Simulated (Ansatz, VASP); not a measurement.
One calculation of WS2, two programs

```
W S
1.0
     3.14963    0.00000    0.00000
    -1.57481    2.72766    0.00000
     0.00000    0.00000   17.07685
W S
1 2
Direct
  0.33333 0.66667 0.00000
  0.66058 0.33333 0.90714
  0.67275 0.33333 0.09286
```

Change from the starting cell: mode 4 frozen in at -0.019 Å, equal normal strain along x, y and z +0.0083.

Alike in both runs: task single point; functional PBEsol; dispersion D3(BJ); k mesh 12 × 12 × 2; occupations gaussian, width 0.05 eV; no spin polarisation.

```csv
,VASP,Ansatz
version,VASP 6.6.1,Ansatz 0.2.0
potentials or method,"VASP PAW PBE potentials, release 64 (W_sv, S), cutoff 520 eV","scalar-relativistic, plane waves, PAW"
valence electrons in the cell,26,26
```

|  | VASP | Ansatz | Ansatz less VASP |
| --- | --- | --- | --- |
| gap on the k mesh at the Fermi level (eV) | 1.94 | 1.94 | -0.001 |
| least direct gap on the mesh (eV) | 1.97 | 1.97 | -0.004 |
| rms of the force components (eV/Å) | 0.220 | 0.230 | +0.0094 |

VASP's potentials were made for PBE, not for PBEsol. Atom by atom the forces differ by 0.010 eV/Å (rms over components).

Neither program's run includes spin-orbit coupling.
